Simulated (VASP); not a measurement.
# Rh (Fm-3m) in VASP: further runs

Runs on Rh. Level: r2SCAN. Tasks: single point, relaxation of cell and atoms.

All numbers are computed with VASP 6.6.1; they aren't measurements. Logs are shortened: lines on timing, memory, paths and dates and some standing lists are left out, and cuts for length are marked.

## Step 1: The cell of the first run

It takes space group Fm-3m (No. 225, cubic). Conventional cell: a = 3.800 Å, b = 3.800 Å, c = 3.800 Å, α = 90.00°, β = 90.00°, γ = 90.00°. Within 3.5 Å of Rh (site symmetry m-3m) lie 12 Rh at 2.69 Å.

## Step 2: Single point, r2SCAN

POSCAR

```
Rh
1.0
    0.0000000000      1.8999785092      1.8999785092
    1.8999785092      0.0000000000      1.8999785092
    1.8999785092      1.8999785092      0.0000000000
Rh
1
Direct
    0.0000000000      0.0000000000      0.0000000000
```

INCAR.step1

```
PREC     = Accurate       # precision mode
ENCUT    = 520            # plane-wave cutoff, eV
ISMEAR   = -1             # smearing method
SIGMA    = 0.05           # smearing width, eV
LREAL    = False          # projectors in reciprocal space
LASPH    = True           # aspherical terms in the spheres
NELM     = 80             # most SCF steps
NBANDS   = 14             # bands
GGA      = PE             # functional
ALGO     = Normal         # electronic algorithm
EDIFF    = 1E-4           # SCF threshold, eV
LWAVE    = True           # write WAVECAR
LCHARG   = False          # write CHGCAR
```

INCAR.step2

```
PREC     = Accurate       # precision mode
ENCUT    = 520            # plane-wave cutoff, eV
EDIFF    = 1E-6           # SCF threshold, eV
ISMEAR   = -1             # smearing method
SIGMA    = 0.05           # smearing width, eV
LREAL    = False          # projectors in reciprocal space
LASPH    = True           # aspherical terms in the spheres
NELM     = 80             # most SCF steps
ALGO     = Normal         # electronic algorithm
ISIF     = 2              # what is computed and relaxed
LWAVE    = False          # write WAVECAR
LCHARG   = True           # write CHGCAR
METAGGA  = R2SCAN         # meta-GGA
LMIXTAU  = True         
LELF     = True           # ELF
LVHAR    = True         
NBANDS   = 14             # bands
ISTART   = 1
```

KPOINTS

```
regular mesh
0
Gamma
  24 24 24
```

Potentials or basis: VASP PAW PBE potentials, release 64 (Rh_pv).

Started as:

```console
$ cat potpaw_PBE.64/Rh_pv/POTCAR > POTCAR
$ cp INCAR.step1 INCAR
$ mpirun -np 1 vasp_std > vasp.out
$ cp INCAR.step2 INCAR
$ mpirun -np 1 vasp_std > vasp.out
```

OUTCAR:

```text
PREC = Accurate
   ENCUT = 520
   EDIFF = 1E-6
   ISMEAR = -1
   LREAL = False
   LASPH = True
   NELM = 80
   ISIF = 2
   METAGGA = R2SCAN
   ISTART = 1

 ion  position               nearest neighbor table
   1  0.000  0.000  0.000-

  LATTYP: Found a face centered cubic cell.
 ALAT       =     3.7999570184

  Lattice vectors:

 A1 = (   0.0000000000,   1.8999785092,   1.8999785092)
 A2 = (   1.8999785092,   0.0000000000,   1.8999785092)
 A3 = (   1.8999785092,   1.8999785092,   0.0000000000)

Analysis of symmetry for initial positions (statically):
=====================================================================
 Subroutine PRICEL returns:
 Original cell was already a primitive cell.

 Routine SETGRP: Setting up the symmetry group for a
 face centered cubic supercell.

 Subroutine GETGRP returns: Found 48 space group operations
 (whereof 48 operations were pure point group operations)
 out of a pool of 48 trial point group operations.

The static configuration has the point symmetry O_h .

Analysis of symmetry for dynamics (positions and initial velocities):
=====================================================================
 Subroutine PRICEL returns:
 Original cell was already a primitive cell.

 Routine SETGRP: Setting up the symmetry group for a
 face centered cubic supercell.

 Subroutine GETGRP returns: Found 48 space group operations
 (whereof 48 operations were pure point group operations)
 out of a pool of 48 trial point group operations.

The dynamic configuration has the point symmetry O_h .

 Subroutine INISYM returns: Found 48 space group operations
 (whereof 48 operations are pure point group operations),
 and found     1 'primitive' translations

----------------------------------------------------------------------------------------

                                     Primitive cell

  volume of cell :      13.7175

  direct lattice vectors                    reciprocal lattice vectors
     0.000000000  1.899978509  1.899978509    -0.263160871  0.263160871  0.263160871
     1.899978509  0.000000000  1.899978509     0.263160871 -0.263160871  0.263160871
     1.899978509  1.899978509  0.000000000     0.263160871  0.263160871 -0.263160871

  length of vectors
     2.686975376  2.686975376  2.686975376     0.455808000  0.455808000  0.455808000

  position of ions in fractional coordinates (direct lattice)
     0.000000000  0.000000000  0.000000000

  ion indices of the primitive-cell ions
   primitive index   ion index
                 1           1

----------------------------------------------------------------------------------------

 KPOINTS: regular mesh

Automatic generation of k-mesh.
 Grid dimensions read from file:
 generate k-points for:   24   24   24

 Generating k-lattice:

  Cartesian coordinates                     Fractional coordinates (reciprocal lattice)
    -0.010965036  0.010965036  0.010965036     0.041666667  0.000000000  0.000000000
     0.010965036 -0.010965036  0.010965036     0.000000000  0.041666667  0.000000000
     0.010965036  0.010965036 -0.010965036     0.000000000  0.000000000  0.041666667

  Length of vectors
     0.018992000  0.018992000  0.018992000

  Shift w.r.t. Gamma in fractional coordinates (k-lattice)
     0.000000000  0.000000000  0.000000000

 Subroutine IBZKPT returns following result:
 ===========================================

 Found    413 irreducible k-points:

 Following reciprocal coordinates:
            Coordinates               Weight
  0.000000  0.000000  0.000000      1.000000
  0.041667  0.000000  0.000000      8.000000
  0.083333  0.000000  0.000000      8.000000
  0.125000  0.000000  0.000000      8.000000
  0.166667  0.000000  0.000000      8.000000
  0.208333  0.000000  0.000000      8.000000
[... 16 lines left out ...]
  0.416667  0.041667  0.000000     24.000000
  0.458333  0.041667  0.000000     24.000000
 [... further k-points ...]
   k-points           NKPTS =    413   k-points in BZ     NKDIM =    413   number of bands    NBANDS=     14
   number of dos      NEDOS =    301   number of ions     NIONS =      1
   total plane-waves  NPLWV =   8000
   dimension x,y,z NGX =    20 NGY =   20 NGZ =   20
   dimension x,y,z NGXF=    40 NGYF=   40 NGZF=   40
   ions per type =               1
   NGX,Y,Z   is equivalent  to a cutoff of  12.37, 12.37, 12.37 a.u.
   NGXF,Y,Z  is equivalent  to a cutoff of  24.75, 24.75, 24.75 a.u.
 SYSTEM =  unknown system
   PREC   = accura    normal or accurate (medium, high low for compatibility)
   ISTART =      1    job   : 0-new  1-cont  2-samecut
   ICHARG =      0    charge: 1-file 2-atom 10-const
   ISPIN  =      1    spin polarized calculation?
   LNONCOLLINEAR =      F non collinear calculations
   LSORBIT =      F    spin-orbit coupling
   LASPH  =      T    aspherical Exc in radial PAW
   ENCUT  =  520.0 eV  38.22 Ry    6.18 a.u.   5.00  5.00  5.00*2*pi/ulx,y,z
   NELM   =     80;   NELMIN=  2; NELMDL=  0     # of ELM steps
   EDIFF  = 0.1E-05   stopping-criterion for ELM
   LREAL  =      F    real-space projection
   EDIFFG = 0.1E-04   stopping-criterion for IOM
   NSW    =      0    number of steps for IOM
   IBRION =     -1    ionic relax: 0-MD 1-quasi-New 2-CG
   NFREE  =      0    steps in history (QN), initial steepest desc. (CG)
   ISIF   =      2    stress and relaxation
   ISYM   =      2    0-nonsym 1-usesym 2-fastsym
   POTIM  = 0.5000    time-step for ionic-motion
   TEBEG  =    0.0;   TEEND  =   0.0 temperature during run
   PSTRESS=    0.0 pullay stress
   NELECT =      15.0000    total number of electrons
   NUPDOWN=      -1.0000    fix difference up-down
   EMIN   =  10.00;   EMAX   =-10.00  energy-range for DOS
   EFERMI =   0.00;   METHOD = LEGACY
   ISMEAR =    -1;   SIGMA  =   0.05  broadening in eV -4-tet -1-fermi 0-gaus
   EFERMI_NEDOS =   21; number of points for ismear=-14 and -15
   IALGO  =     38    algorithm
   IMIX   =      4    mixing-type and parameters
     AMIX     =   0.40;   BMIX     =  1.00
     AMIX_MAG =   1.60;   BMIX_MAG =  1.00
  volume/ion in A,a.u.               =      13.72        92.57
  Fermi-wavevector in a.u.,A,eV,Ry     =   1.686604  3.187220 38.703601  2.844634
  Thomas-Fermi vector in A             =   2.769239
   LORBIT       =      0    0 simple, 1 ext, 2 COOP (PROOUT), +10 PAW based schemes
   METAGGA = R2SCAN    functional components
   LHFCALC =     F    Hartree Fock is set to
   AEXX    =    0.0000 exact exchange contribution
   IVDW    =     0    specifies the selected vdW correction
   LEPSILON=     F    determine dielectric tensor
   LRPA    =     F    only Hartree local field effects (RPA)
 non-spin polarized calculation
  energy-cutoff  :      520.00
  volume of cell :       13.72
 maximum number of plane-waves:       380
   NGX =  9   NGY =  9   NGZ =  9

 number of electron      15.0000007 magnetization

 Free energy of the ion-electron system (eV)
  ---------------------------------------------------
  ext. energy  EPLUGINS =         0.00000000
  ---------------------------------------------------
  free energy    TOTEN  =       -24.14244051 eV

  energy without entropy =      -24.13264093  energy(sigma->0) =      -24.13754072

 E-fermi :  11.7714     XC(G=0): -15.2235

 val. band max:       11.7621578441   @ k =   0.5000   0.3333   0.1250
 cond. band min:      11.7721150809   @ k =  -0.3750   0.2500   0.0000
 fundamental gap:      0.0099572368
 Fermi energy:        11.7714414467

 k-point     1 :       0.0000    0.0000    0.0000
  band No.  band energies     occupation
      1     -36.0192      2.00000
      2     -36.0192      2.00000
      3     -36.0192      2.00000
      4       3.5770      2.00000
      5       8.5905      2.00000
      6       8.5905      2.00000
      7       8.5905      2.00000
      8      10.6984      2.00000
      9      10.6984      2.00000
     10      28.4895      0.00000
     11      29.1525      0.00000
     12      34.2550      0.00000
     13      34.2550      0.00000
     14      34.2550      0.00000

 k-point     2 :       0.0417    0.0000    0.0000
  band No.  band energies     occupation
      1     -36.0332      2.00000
      2     -36.0211      2.00000
      3     -36.0211      2.00000
      4       3.6509      2.00000
      5       8.5571      2.00000
      6       8.6196      2.00000
      7       8.6196      2.00000
      8      10.6820      2.00000
      9      10.6820      2.00000
     10      28.5963      0.00000
     11      29.1526      0.00000
     12      33.8278      0.00000
     13      34.3613      0.00000
     14      34.3613      0.00000

 k-point     3 :       0.0833    0.0000    0.0000
  band No.  band energies     occupation
      1     -36.0742      2.00000
      2     -36.0266      2.00000
      3     -36.0266      2.00000
      4       3.8673      2.00000
      5       8.4663      2.00000
      6       8.7008      2.00000
      7       8.7008      2.00000
      8      10.6402      2.00000
      9      10.6402      2.00000
     10      28.8977      0.00000
     11      29.1520      0.00000
     12      32.8277      0.00000
     13      34.6741      0.00000
     14      34.6741      0.00000

 k-point     4 :       0.1250    0.0000    0.0000
  band No.  band energies     occupation
      1     -36.1391      2.00000
      2     -36.0354      2.00000
      3     -36.0354      2.00000
      4       4.2080      2.00000
      5       8.3466      2.00000
      6       8.8136      2.00000
      7       8.8136      2.00000
      8      10.5975      2.00000
      9      10.5975      2.00000
     10      29.1515      0.00000
     11      29.3299      0.00000
     12      31.6170      0.00000
     13      35.1759      0.00000
     14      35.1759      0.00000

 k-point     5 :       0.1667    0.0000    0.0000
  band No.  band energies     occupation
      1     -36.2231      2.00000
      2     -36.0468      2.00000
      3     -36.0467      2.00000
      4       4.6350      2.00000
      5       8.2497      2.00000
      6       8.9203      2.00000
      7       8.9203      2.00000
      8      10.5963      2.00000
      9      10.5963      2.00000
     10      29.1513      0.00000
     11      29.7340      0.00000
[... 276 lines left out ...]
 k-point    22 :       0.3750    0.0417    0.0000
  band No.  band energies     occupation
      1     -36.6723      2.00000
      2     -36.1190      2.00000
      3     -36.1109      2.00000
      4       5.6330      2.00000
      5       8.6222      2.00000
      6       8.7423      2.00000
      7      10.1239      2.00000
      8      11.8867      0.18139
      9      11.9105      0.11660
     10      23.9257      0.00000
     11      29.0036      0.00000
     12      29.1524      0.00000
     13      35.0337      0.00000
     14      36.0013      0.00000

 k-point    23 :       0.4167    0.0417    0.0000
  band No.  band energies     occupation
      1     -36.7394      2.00000
      2     -36.1267      2.00000
      3     -36.1226      2.00000
      4       5.5634      2.00000
      5       8.5217      2.00000
      6       8.6422      2.00000
      7      10.8617      2.00000
      8      12.1629      0.00079
      9      12.4392      0.00000
     10      22.5851      0.00000
     11      28.5739      0.00000
     12      29.1522      0.00000
     13      34.4324      0.00000
     14      35.0602      0.00000

 k-point    24 :       0.4583    0.0417    0.0000
  band No.  band energies     occupation
      1     -36.7849      2.00000
      2     -36.1315      2.00000
      3     -36.1311      2.00000
      4       5.5037      2.00000
      5       8.4545      2.00000
      6       8.5678      2.00000
      7      11.3940      1.99895
      8      12.3243      0.00003
      9      13.0054      0.00000
     10      21.4992      0.00000
     11      28.2823      0.00000
     12      29.1523      0.00000
     13      34.0572      0.00000
     14      34.3493      0.00000

 [... further k-points ...]
[... 5 lines left out ...]
  --------------------------------------------------------------------------------------
  -------------------------------------------------------------------------------------
  Total        0.1026540      0.1026540      0.1026540     -0.0000000     -0.0000000      0.0000000
  in kB       11.9897536     11.9897536     11.9897536     -0.0000000     -0.0000000      0.0000000
  external PRESSURE =      11.9897536 kB  Pullay stress =       0.0000000 kB

 VOLUME and BASIS-vectors are now :
 -----------------------------------------------------------------------------
  energy-cutoff  :      520.00
  volume of cell :       13.72
      direct lattice vectors                 reciprocal lattice vectors
     0.000000000  1.899978509  1.899978509    -0.263160871  0.263160871  0.263160871
     1.899978509  0.000000000  1.899978509     0.263160871 -0.263160871  0.263160871
     1.899978509  1.899978509  0.000000000     0.263160871  0.263160871 -0.263160871

 POSITION                                       TOTAL-FORCE (eV/Angst)
 -----------------------------------------------------------------------------------
      0.00000      0.00000      0.00000        -0.000000      0.000000     -0.000000
 -----------------------------------------------------------------------------------
    total drift:                                0.000000     -0.000000     -0.000000

  FREE ENERGIE OF THE ION-ELECTRON SYSTEM (eV)
  ---------------------------------------------------
  free  energy   TOTEN  =       -24.1424405069 eV

  energy  without entropy=      -24.1326409318  energy(sigma->0) =      -24.13754072
```

It took 91 s on 1 thread of Intel Xeon 6975P-C (Granite Rapids), shared host; peak memory 0.18 GiB.

What came out:

```yaml
Free_energy: -24.1424 eV
Pressure: 1.2 GPa
```

Caveat: the PAW data sets were made with another functional, which shifts forces and pressure a little.

(Continued in part 2 of 2.)
